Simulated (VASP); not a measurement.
Here is a VASP 6.6.1 calculation.

File POSCAR:

```
H13O6F
1.0
    6.5280840000      0.0000000000      0.0000000000
    0.0000000000      6.5280840000      0.0000000000
    0.0000000000      0.0000000000      6.5280840000
O H F
6 13 1
Direct
    0.2035666208      0.0117951914      0.6466828552
    0.1300381551      0.3804485359      0.8373360392
    0.7831394326      0.5959328955      0.7814850422
   -0.0038449260      0.2886605013      0.2132938240
    0.5993489054      0.2320282643      1.0925257702
    0.2997204080      0.9454841574      0.2459067622
    0.1910208263      0.1509171757      0.7089063192
    0.1129581053     -0.0707864666      0.7237498782
    0.0828573897      0.3623268328      0.9836423673
    0.2506861125      0.4672887175      0.8587818417
    0.7364794938      0.6468819948      0.6510639263
    0.9032512449      0.5111607020      0.7585686704
   -0.1344958184      0.2269578639      0.1765449097
    0.1013926904      0.1852917334      0.2390900607
    0.5924402934      0.2522179555      0.9490839885
    0.5143316171      0.1106603408      1.1130218300
    0.1957082660      0.8615697960      0.1877273638
    0.2742918136      0.9541390705      0.3960426980
    0.8734875348      0.7405695147     -0.0971801221
    0.9734402927      0.8334298394     -0.0200977806
```

File INCAR.step1:

```
SYSTEM = H13O6F
ALGO = Normal
EDIFF = 1E-4
ENCUT = 520
GGA = PE
ISMEAR = -1
LASPH = .TRUE.
LCHARG = .FALSE.
LREAL = Auto
LWAVE = .TRUE.
NBANDS = 44
NELM = 60
PREC = Accurate
SIGMA = 0.02
```

File INCAR.step2:

```
SYSTEM = H13O6F
ALGO = Normal
EDIFF = 1E-6
ENCUT = 520
ISIF = 2
ISMEAR = -1
ISTART = 1
LASPH = .TRUE.
LCHARG = .FALSE.
LMIXTAU = .TRUE.
LREAL = Auto
LWAVE = .FALSE.
METAGGA = R2SCAN
NBANDS = 44
NELM = 60
PREC = Accurate
SIGMA = 0.02
```

The input KPOINTS:

```
k-points
0
G
  1 1 1
  0 0 0
```

Potentials or basis: VASP PAW PBE potentials, release 64 (O, H, F).

Launch:

```bash
$ cat potpaw_PBE.64/O/POTCAR potpaw_PBE.64/H/POTCAR potpaw_PBE.64/F/POTCAR > POTCAR
$ cp INCAR.step1 INCAR
$ mpirun -np 1 vasp_gam > vasp.out
$ cp INCAR.step2 INCAR
$ mpirun -np 1 vasp_gam > vasp.out
```

(1) What does it give for the pressure?

(2) What does it give for the largest force?

## Answers

(1) -0.1 GPa.

(2) 1.581 eV/Å.

Caveat: the k points lie up to 0.96 Å⁻¹ apart; the PAW data sets were made with another functional, which shifts forces and pressure a little.
